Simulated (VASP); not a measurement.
Runs of VASP 6.6.1 on Na. The structure is that of space group Pmmn (No. 59), or close to it. The cells are those of the table. 

```tsv
cell	further INCAR settings	gap on the mesh (eV)	pressure (GPa)	largest force (eV/Å)
a = 3.696, b = 3.696, c = 5.181 Å, 2 atoms	ALGO = Fast; EDIFF = 1e-07; NBANDS = 14	none	0.6	0.25
a = 3.665, b = 3.665, c = 5.137 Å, 2 atoms	ALGO = Fast; EDIFF = 1e-06; NBANDS = 14	none	(b)	0.16
a = 3.696, b = 3.696, c = 5.181 Å, 2 atoms	ALGO = Fast; EDIFF = 1e-06; NBANDS = 14	none	(a)	0.23
a = 3.665, b = 3.665, c = 5.137 Å, 2 atoms	ALGO = Fast; EDIFF = 1e-07; NBANDS = 14	none	1.1	0.23
```

Alike in all rows: task single point; level PBEsol; potentials or basis VASP PAW PBE potentials, release 64 (Na_pv); no spin polarisation; k mesh 12 × 12 × 10; cutoff (eV) 520; smearing gaussian 0.15 eV.

Task: Estimate the missing entries.

Result: (a) 0.8; (b) 0.5.

Caveats: the PAW data sets were made with another functional, which shifts forces and pressure a little.

A gap of «none» marks levels without a gap at the run's occupations.
